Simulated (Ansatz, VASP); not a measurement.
# SnO in VASP and in Ansatz

INCAR

```
SYSTEM = SnO
PREC     = Accurate       ! precision mode
ENCUT    = 600            ! plane-wave cutoff, eV
EDIFF    = 1E-6           ! SCF threshold, eV
ISMEAR   = 0              ! smearing method
SIGMA    = 0.15           ! smearing width, eV
LREAL    = .FALSE.        ! projectors in reciprocal space
LASPH    = .TRUE.         ! aspherical terms in the spheres
NELM     = 120            ! most SCF steps
ALGO     = Normal         ! electronic algorithm
ISIF     = 2              ! what is computed and relaxed
LWAVE    = .FALSE.        ! write WAVECAR
LCHARG   = .FALSE.        ! write CHGCAR
GGA      = PS             ! functional
IVDW     = 12             ! dispersion correction
NBANDS   = 28             ! bands
GGA_COMPAT= .FALSE.
```

The input KPOINTS:

```
Automatic mesh
0
G
  12 12 10
  0 0 0
```

Contents of POSCAR:

```
SnO
1.0
    3.7703910616      0.0000000000      0.0000000000
    0.0000000000      3.7703910616      0.0000000000
    0.0000000000      0.0000000000      4.5633702865
Sn O
2 2
Direct
    0.0000000000      0.5000000000      0.2532585894
    0.5000000000      0.0000000000      0.7467414106
    0.0421969560      0.0421969560      0.0000000000
    0.5000000000      0.5000000000      0.0000000000
```

Input for Ansatz:

```yaml
crystal:
  lattice:
    - [3.7703910616, 0.0, 0.0]
    - [0.0, 3.7703910616, 0.0]
    - [0.0, 0.0, 4.5633702865]
  atoms:
    - { symbol: Sn, position: [0.0, 0.5, 0.2532585894] }
    - { symbol: Sn, position: [0.5, 0.0, 0.7467414106] }
    - { symbol: O, position: [0.042196956, 0.042196956, 0.0] }
    - { symbol: O, position: [0.5, 0.5, 0.0] }
basis:
  ecutwfc: 420
kpoints:
  mp_grid: { grid: [12, 12, 10] }
hamiltonian:
  xc: pbesol
  dispersion: d3bj
scf:
  occupations: { method: gaussian, width: 0.15 }
output:
  forces: true
  stress: true
  eigenvalues: true
```

Alike in both runs: task single point; functional PBEsol; dispersion D3(BJ); k mesh 12 × 12 × 10; occupations gaussian, width 0.15 eV; no spin polarisation.

|  | VASP | Ansatz |
| --- | --- | --- |
| version | VASP 6.6.1 | Ansatz 0.2.0 |
| potentials or method | VASP PAW PBE potentials, release 64 (Sn_d, O), cutoff 600 eV | scalar-relativistic, plane waves, PAW |
| valence electrons in the cell | 40 | 40 |

```tsv
	VASP	Ansatz	Ansatz less VASP
gap on the k mesh at the Fermi level (eV)	none	none	-
pressure (GPa)	2.0	1.7	-0.23
traceless stress, the component that is largest in VASP (GPa)	1.88	1.80	-0.077
rms of the force components (eV/Å)	0.734	0.721	-0.0131
```

VASP's potentials were made for PBE, not for PBEsol. Atom by atom the forces differ by 0.036 eV/Å (rms over components). A gap of «none» marks a metal or a gap that the smearing closes.
